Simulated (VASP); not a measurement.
# TaN (Fm-3m) in VASP: notebook

TaN is run at these levels: HSE06, pbe exchange, lyp correlation; tasks: single point.

All numbers are computed with VASP 6.6.1; they aren't measurements. Logs are shortened: lines on timing, memory, paths and dates and some standing lists are left out, and cuts for length are marked.

### 1 The cell of the first run

The structure is cubic, space group Fm-3m (No. 225). Conventional cell: a = 4.481 Å, b = 4.481 Å, c = 4.481 Å, α = 90.00°, β = 90.00°, γ = 90.00°. Ta (site symmetry m-3m) has 6 N at 2.24 Å within 3.0 Å. Within 3.0 Å of N (site symmetry m-3m) lie 6 Ta at 2.24 Å.

### 2 Single point, HSE06

The input, POSCAR:

```
TaN
1.0
    0.0000000000      2.2404226923      2.2404226923
    2.2404226923      0.0000000000      2.2404226923
    2.2404226923      2.2404226923      0.0000000000
Ta N
1 1
Direct
    0.5000000000      0.5000000000      0.5000000000
    0.0000000000      0.0000000000      0.0000000000
```

The input, INCAR.step1:

```
SYSTEM = TaN
PREC = Accurate ; ENCUT = 520
EDIFF = 1E-5 ; ISMEAR = -1
SIGMA = 0.05 ; LREAL = .False.
LASPH = .True. ; NELM = 80
ALGO = Normal ; ISIF = 2
LWAVE = .True. ; LCHARG = .False.
GGA = PE ; NBANDS = 15
```

The input, INCAR.step2:

```
SYSTEM = TaN
PREC = Accurate ; ENCUT = 520
EDIFF = 1E-6 ; ISMEAR = -1
SIGMA = 0.05 ; LREAL = .False.
LASPH = .True. ; NELM = 80
ALGO = Normal ; ISIF = 2
LWAVE = .False. ; LCHARG = .False.
GGA = PE ; LHFCALC = .True.
HFSCREEN = 0.2079 ; PRECFOCK = Normal
ISTART = 1 ; NBANDS = 15
```

The input, KPOINTS:

```
regular mesh
0
Gamma
  6 6 6
  0 0 0
```

Potentials or basis: VASP PAW PBE potentials, release 64 (Ta_pv, N).

On the command line:

```sh
cat potpaw_PBE.64/Ta_pv/POTCAR potpaw_PBE.64/N/POTCAR > POTCAR
cp INCAR.step1 INCAR
mpirun -np 1 vasp_std > vasp.out
cp INCAR.step2 INCAR
mpirun -np 1 vasp_std > vasp.out
```

OUTCAR:

```text
SYSTEM = TaN
   PREC = Accurate
   ENCUT = 520
   EDIFF = 1E-6
   ISMEAR = -1
   LREAL = .False.
   LASPH = .True.
   NELM = 80
   ISIF = 2
   GGA = PE
   LHFCALC = .True.
   HFSCREEN = 0.2079
   PRECFOCK = Normal
   ISTART = 1

 ion  position               nearest neighbor table
   1  0.500  0.500  0.500-   2 2.24   2 2.24   2 2.24   2 2.24   2 2.24   2 2.24
   2  0.000  0.000  0.000-   1 2.24   1 2.24   1 2.24   1 2.24   1 2.24   1 2.24

  LATTYP: Found a face centered cubic cell.
 ALAT       =     4.4808453846

  Lattice vectors:

 A1 = (   0.0000000000,   2.2404226923,   2.2404226923)
 A2 = (   2.2404226923,   0.0000000000,   2.2404226923)
 A3 = (   2.2404226923,   2.2404226923,   0.0000000000)

Analysis of symmetry for initial positions (statically):
=====================================================================
 Subroutine PRICEL returns:
 Original cell was already a primitive cell.

 Routine SETGRP: Setting up the symmetry group for a
 face centered cubic supercell.

 Subroutine GETGRP returns: Found 48 space group operations
 (whereof 48 operations were pure point group operations)
 out of a pool of 48 trial point group operations.

The static configuration has the point symmetry O_h .

Analysis of symmetry for dynamics (positions and initial velocities):
=====================================================================
 Subroutine PRICEL returns:
 Original cell was already a primitive cell.

 Routine SETGRP: Setting up the symmetry group for a
 face centered cubic supercell.

 Subroutine GETGRP returns: Found 48 space group operations
 (whereof 48 operations were pure point group operations)
 out of a pool of 48 trial point group operations.

The dynamic configuration has the point symmetry O_h .

 Subroutine INISYM returns: Found 48 space group operations
 (whereof 48 operations are pure point group operations),
 and found     1 'primitive' translations

----------------------------------------------------------------------------------------

                                     Primitive cell

  volume of cell :      22.4916

  direct lattice vectors                    reciprocal lattice vectors
     0.000000000  2.240422692  2.240422692    -0.223172173  0.223172173  0.223172173
     2.240422692  0.000000000  2.240422692     0.223172173 -0.223172173  0.223172173
     2.240422692  2.240422692  0.000000000     0.223172173  0.223172173 -0.223172173
[... 91 lines left out ...]
   EFERMI_NEDOS =   21; number of points for ismear=-14 and -15
   IALGO  =     38    algorithm
   IMIX   =      1    mixing-type and parameters
     AMIX     =   0.40;   BMIX     =  1.00
     AMIX_MAG =   1.60;   BMIX_MAG =  1.00
  volume/ion in A,a.u.               =      11.25        75.89
  Fermi-wavevector in a.u.,A,eV,Ry     =   1.461419  2.761682 29.058597  2.135747
  Thomas-Fermi vector in A             =   2.577753
   LORBIT       =      0    0 simple, 1 ext, 2 COOP (PROOUT), +10 PAW based schemes
   GGA     = PE    functional components
   LHFCALC =     T    Hartree Fock is set to
   PRECFOCK=normal    Normal, Fast or Accurate (Low or Medium for compatibility)
   ENCUT4O =  -1.0   cutoff for four orbital integrals eV
   NKREDX  =     1    reduce k-point grid by
   NKREDY  =     1    reduce k-point grid by
   NKREDZ  =     1    reduce k-point grid by
   AEXX    =    0.2500 exact exchange contribution
   HFSCREEN=    0.2079 screening length (either q_TF or 0.3 A-1)
   HFSCREENC=   0.2079 screening length for correlation (either q_TF or 0.3 A-1)
   ENCUTFOCK=  -1.0 apply spherical cutoff to Coloumb kernel
   IVDW    =     0    specifies the selected vdW correction
   LEPSILON=     F    determine dielectric tensor
   LRPA    =     F    only Hartree local field effects (RPA)
 non-spin polarized calculation
  energy-cutoff  :      520.00
  volume of cell :       22.49
 maximum number of plane-waves:       620
  NGX = 18; NGY = 18; NGZ = 18

 number of electron      16.0000000 magnetization

 Free energy of the ion-electron system (eV)
  ---------------------------------------------------
  ext. energy  EPLUGINS =         0.00000000
  ---------------------------------------------------
  free energy    TOTEN  =       -25.40658350 eV

  energy without entropy =      -25.39499525  energy(sigma->0) =      -25.40078937

 E-fermi :   9.0231     XC(G=0): -10.7215

 val. band max:        8.8957202408   @ k =  -0.3333   0.3333   0.1667
 cond. band min:       9.0518679123   @ k =   0.3333   0.0000   0.0000
 fundamental gap:      0.1561476715
 Fermi energy:         9.0231093393

 k-point     1 :       0.0000    0.0000    0.0000
  band No.  band energies     occupation
      1     -29.6120      2.00000
      2     -29.6120      2.00000
      3     -29.6120      2.00000
      4     -11.7789      2.00000
      5       4.5428      2.00000
      6       4.5428      2.00000
      7       4.5428      2.00000
      8       6.6925      2.00000
      9       6.6925      2.00000
     10       6.6925      2.00000
     11       9.3641      0.00218
     12       9.3641      0.00218
     13      10.5385      0.00000
     14      18.8198      0.00000
[... 257 lines left out ...]
      2     -29.9880      2.00000
      3     -29.8925      2.00000
      4     -10.0112      2.00000
      5       1.2290      2.00000
      6       1.3393      2.00000
      7       1.6029      2.00000
      8       6.6805      2.00000
      9      10.7323      0.00000
     10      12.7203      0.00000
     11      12.8280      0.00000
     12      14.0244      0.00000
     13      17.8649      0.00000
     14      19.8003      0.00000
     15      22.9318      0.00000

------------------------ aborting loop because EDIFF is reached ----------------------------------------

  FORCE on cell =-STRESS in cart. coord.  units (eV):
  Direction    XX          YY          ZZ          XY          YZ          ZX
  --------------------------------------------------------------------------------------
  -------------------------------------------------------------------------------------
  Total       -2.9850279     -2.9850279     -2.9850279      0.0000000      0.0000000      0.0000000
  in kB     -212.6371276   -212.6371276   -212.6371276      0.0000000      0.0000000      0.0000000
  external PRESSURE =    -212.6371276 kB  Pullay stress =       0.0000000 kB

 VOLUME and BASIS-vectors are now :
 -----------------------------------------------------------------------------
  energy-cutoff  :      520.00
  volume of cell :       22.49
      direct lattice vectors                 reciprocal lattice vectors
     0.000000000  2.240422692  2.240422692    -0.223172173  0.223172173  0.223172173
     2.240422692  0.000000000  2.240422692     0.223172173 -0.223172173  0.223172173
     2.240422692  2.240422692  0.000000000     0.223172173  0.223172173 -0.223172173

 POSITION                                       TOTAL-FORCE (eV/Angst)
 -----------------------------------------------------------------------------------
      2.24042      2.24042      2.24042         0.000000     -0.000000     -0.000000
      0.00000      0.00000      0.00000         0.000000      0.000000      0.000000
 -----------------------------------------------------------------------------------
    total drift:                                0.000001      0.000003      0.000002

  FREE ENERGIE OF THE ION-ELECTRON SYSTEM (eV)
  ---------------------------------------------------
  free  energy   TOTEN  =       -25.4065835006 eV

  energy  without entropy=      -25.3949952458  energy(sigma->0) =      -25.40078937
```

OUTCAR.step1:

```text
SYSTEM = TaN
   PREC = Accurate
   ENCUT = 520
   EDIFF = 1E-5
   ISMEAR = -1
   LREAL = .False.
[... 498 lines left out ...]
      2.24042      2.24042      2.24042         0.000000     -0.000000      0.000000
      0.00000      0.00000      0.00000        -0.000000      0.000000     -0.000000
 -----------------------------------------------------------------------------------
    total drift:                                0.000000     -0.000000     -0.000000

  FREE ENERGIE OF THE ION-ELECTRON SYSTEM (eV)
  ---------------------------------------------------
  free  energy   TOTEN  =       -21.7391956388 eV

  energy  without entropy=      -21.7253882560  energy(sigma->0) =      -21.73229195
```

It took 16 min on 1 thread of Intel Xeon Platinum 8488C (Sapphire Rapids), shared host; peak memory 0.26 GiB.

Results:

- Free energy: -25.4066 eV
- Pressure: -21.3 GPa
- Band gap on the k mesh: zero (bands 8 and 9 overlap by 4.32 eV)

Levels at points of the mesh, in eV from the Fermi level:
| k point | band 4 | band 5 | band 6 | band 7 | band 8 | band 9 | band 10 | band 11 | band 12 | band 13 |
| --- | --- | --- | --- | --- | --- | --- | --- | --- | --- | --- |
| (0.00, 0.00, 0.00) | -20.80 | -4.48 | -4.48 | -4.48 | -2.33 | -2.33 | -2.33 | 0.34 | 0.34 | 1.52 |
| (0.50, 0.00, 0.00) | -17.88 | -11.38 | -8.34 | -8.34 | 1.99 | 1.99 | 2.13 | 3.86 | 7.91 | 7.91 |
| (0.50, 0.50, 0.00) | -19.49 | -7.72 | -5.92 | -5.47 | -5.47 | 2.39 | 3.69 | 3.69 | 4.65 | 6.87 |

Caveat: the k points lie up to 0.40 Å⁻¹ apart, too coarse for converged energies and pressures of a metal; the PAW data sets were made with another functional, which shifts forces and pressure a little; spin-orbit coupling is left out, which moves the levels of the heavy elements.

### 3 Single point, pbe exchange, lyp correlation, collinear spin, zero start

This run uses another cell than the first one, of 10.81 Å³/atom.

The input, INCAR:

```
PREC = Accurate
ENCUT = 600
EDIFF = 1E-6
ISMEAR = 1
SIGMA = 0.05
LREAL = F
LASPH = T
NELM = 200
ALGO = Normal
ISIF = 2
LWAVE = F
LCHARG = F
ISPIN = 2
MAGMOM = 0 0
LORBIT = 11
LMAXMIX = 4
GGA = LIBXC
LIBXC1 = GGA_X_PBE
LIBXC2 = GGA_C_LYP
NBANDS = 19
GGA_COMPAT = F
```

The input, KPOINTS:

```
regular mesh
0
Gamma
  10 10 10
```

The input, POSCAR:

```
TaN
1.0
    0.0000000000      2.2113230000      2.2113230000
    2.2113230000      0.0000000000      2.2113230000
    2.2113230000      2.2113230000      0.0000000000
Ta N
1 1
Direct
    0.5000000000      0.5000000000      0.5000000000
    0.0000000000      0.0000000000      0.0000000000
```

Potentials or basis: VASP PAW PBE potentials, release 64 (Ta_pv, N).

On the command line:

```sh
cat potpaw_PBE.64/Ta_pv/POTCAR potpaw_PBE.64/N/POTCAR > POTCAR
mpirun -np 1 vasp_std > vasp.out
```

OUTCAR:

```text
PREC = Accurate
   ENCUT = 600
   EDIFF = 1E-6
   ISMEAR = 1
   LREAL = F
   LASPH = T
   NELM = 200
   ISIF = 2
   ISPIN = 2
   LORBIT = 11
   GGA = LIBXC

 ion  position               nearest neighbor table
   1  0.500  0.500  0.500-   2 2.21   2 2.21   2 2.21   2 2.21   2 2.21   2 2.21
   2  0.000  0.000  0.000-   1 2.21   1 2.21   1 2.21   1 2.21   1 2.21   1 2.21

  LATTYP: Found a face centered cubic cell.
 ALAT       =     4.4226460000

  Lattice vectors:

 A1 = (   0.0000000000,   2.2113230000,   2.2113230000)
 A2 = (   2.2113230000,   0.0000000000,   2.2113230000)
 A3 = (   2.2113230000,   2.2113230000,   0.0000000000)

Analysis of symmetry for initial positions (statically):
=====================================================================
 Subroutine PRICEL returns:
 Original cell was already a primitive cell.

 Routine SETGRP: Setting up the symmetry group for a
 face centered cubic supercell.

 Subroutine GETGRP returns: Found 48 space group operations
 (whereof 48 operations were pure point group operations)
 out of a pool of 48 trial point group operations.

[... 719 lines left out ...]

 k-point     1 :       0.0000    0.0000    0.0000
  band No.  band energies     occupation
      1     -26.0026      1.00000
      2     -26.0026      1.00000
      3     -26.0026      1.00000
      4      -8.7374      1.00000
      5       6.1038      1.00000
      6       6.1038      1.00000
[... 517 lines left out ...]
     18      28.3515      0.00000
     19      33.3433      0.00000

 [... further k-points ...]
[... 5 lines left out ...]
  --------------------------------------------------------------------------------------
  -------------------------------------------------------------------------------------
  Total        1.5169948      1.5169948      1.5169948      0.0000000      0.0000000      0.0000000
  in kB      112.3849466    112.3849466    112.3849466      0.0000000      0.0000000      0.0000000
  external PRESSURE =     112.3849466 kB  Pullay stress =       0.0000000 kB

 VOLUME and BASIS-vectors are now :
 -----------------------------------------------------------------------------
  energy-cutoff  :      600.00
  volume of cell :       21.63
      direct lattice vectors                 reciprocal lattice vectors
     0.000000000  2.211323000  2.211323000    -0.226108985  0.226108985  0.226108985
     2.211323000  0.000000000  2.211323000     0.226108985 -0.226108985  0.226108985
     2.211323000  2.211323000  0.000000000     0.226108985  0.226108985 -0.226108985

 POSITION                                       TOTAL-FORCE (eV/Angst)
 -----------------------------------------------------------------------------------
      2.21132      2.21132      2.21132         0.000000      0.000000      0.000000
      0.00000      0.00000      0.00000         0.000000      0.000000      0.000000
 -----------------------------------------------------------------------------------
    total drift:                                0.000000      0.000000      0.000000

  FREE ENERGIE OF THE ION-ELECTRON SYSTEM (eV)
  ---------------------------------------------------
  free  energy   TOTEN  =       -20.0869205048 eV

  energy  without entropy=      -20.0864982383  energy(sigma->0) =      -20.08677975

 total charge

# of ion       s       p       d       tot
------------------------------------------
    1        0.264   6.207   2.445   8.916
    2        1.227   2.555   0.000   3.782
--------------------------------------------------
tot          1.491   8.762   2.445  12.699

 magnetization (x)

# of ion       s       p       d       tot
------------------------------------------
    1        0.000   0.000   0.000   0.000
    2        0.000  -0.000   0.000  -0.000
--------------------------------------------------
tot          0.000  -0.000   0.000   0.000
```

OSZICAR:

```text
N       E                     dE             d eps       ncg     rms          rms(c)
DAV:   1     0.109996837496E+03    0.11000E+03   -0.90245E+03  3572   0.993E+02
DAV:   2    -0.196744354245E+02   -0.12967E+03   -0.12105E+03  4046   0.294E+02
DAV:   3    -0.235806710935E+02   -0.39062E+01   -0.38585E+01  4201   0.459E+01
DAV:   4    -0.235945205552E+02   -0.13849E-01   -0.13845E-01  4191   0.285E+00
DAV:   5    -0.235945524506E+02   -0.31895E-04   -0.31895E-04  4000   0.141E-01    0.234E+01
DAV:   6    -0.201992558817E+02    0.33953E+01   -0.49872E+00  4345   0.232E+01    0.902E+00
DAV:   7    -0.201181774617E+02    0.81078E-01   -0.54392E-01  3716   0.606E+00    0.693E+00
DAV:   8    -0.200950059508E+02    0.23172E-01   -0.11655E-01  3851   0.305E+00    0.251E+00
DAV:   9    -0.200868982657E+02    0.81077E-02   -0.11866E-02  3844   0.103E+00    0.372E-01
DAV:  10    -0.200869607963E+02   -0.62531E-04   -0.55074E-04  3933   0.208E-01    0.221E-01
DAV:  11    -0.200869199036E+02    0.40893E-04   -0.23329E-05  3844   0.455E-02    0.204E-02
DAV:  12    -0.200869205048E+02   -0.60120E-06   -0.14200E-06  3820   0.103E-02
   1 F= -.20086921E+02 E0= -.20086780E+02  d E =-.422266E-03  mag=    -0.0000
```

stdout:

```text
POSCAR found type information on POSCAR TaN
 POSCAR found :  2 types and       2 ions
 scaLAPACK will be used
 -----------------------------------------------------------------------------
|                                                                             |
|                                                                             |
|     You enforced a specific xc type in the INCAR file but a different       |
|     I HOPE YOU KNOW WHAT YOU ARE DOING!                                     |
|                                                                             |
 -----------------------------------------------------------------------------

 LDA part: xc-table for (None,None), standard interpolation
 POSCAR, INCAR and KPOINTS ok, starting setup
 FFT: planning ... GRIDC
 FFT: planning ... GRID_SOFT
 FFT: planning ... GRID
 WAVECAR not read
 entering main loop
```

It took 54 s on 1 thread of Intel Xeon Platinum 8259CL at 2.50GHz (Skylake/Cascade Lake), shared host; peak memory 0.2 GiB.

What came out:

```
Free energy                                           : -20.0869 eV
Pressure                                              : 11.2 GPa
Band gap on the k mesh                                : zero (filled and empty bands overlap)
Net moment                                            : 0.00 μB per cell
Valence electrons inside the program's atomic spheres : Ta 8.92; N 3.78
```

Levels at points of the mesh, in eV from the Fermi level:
Spin up:
| k point | band 6 | band 7 | band 8 | band 9 | band 10 | band 11 |
| --- | --- | --- | --- | --- | --- | --- |
| (0.00, 0.00, 0.00) | -3.83 | -3.83 | -2.10 | -2.10 | -2.10 | 0.01 |
| (0.50, 0.00, 0.00) | -7.48 | -7.48 | 1.71 | 1.71 | 1.84 | 4.07 |
| (0.50, 0.50, 0.00) | -5.29 | -4.62 | -4.62 | 1.97 | 3.27 | 3.27 |
Spin down:
```csv
k point,band 6,band 7,band 8,band 9,band 10,band 11
"(0.00, 0.00, 0.00)",-3.83,-3.83,-2.10,-2.10,-2.10,0.01
"(0.50, 0.00, 0.00)",-7.48,-7.48,1.71,1.71,1.84,4.07
"(0.50, 0.50, 0.00)",-5.29,-4.62,-4.62,1.97,3.27,3.27
```

Caveat: the cell stands under pressure; the PAW data sets were made with another functional, which shifts forces and pressure a little; spin-orbit coupling is left out, which moves the levels of the heavy elements.
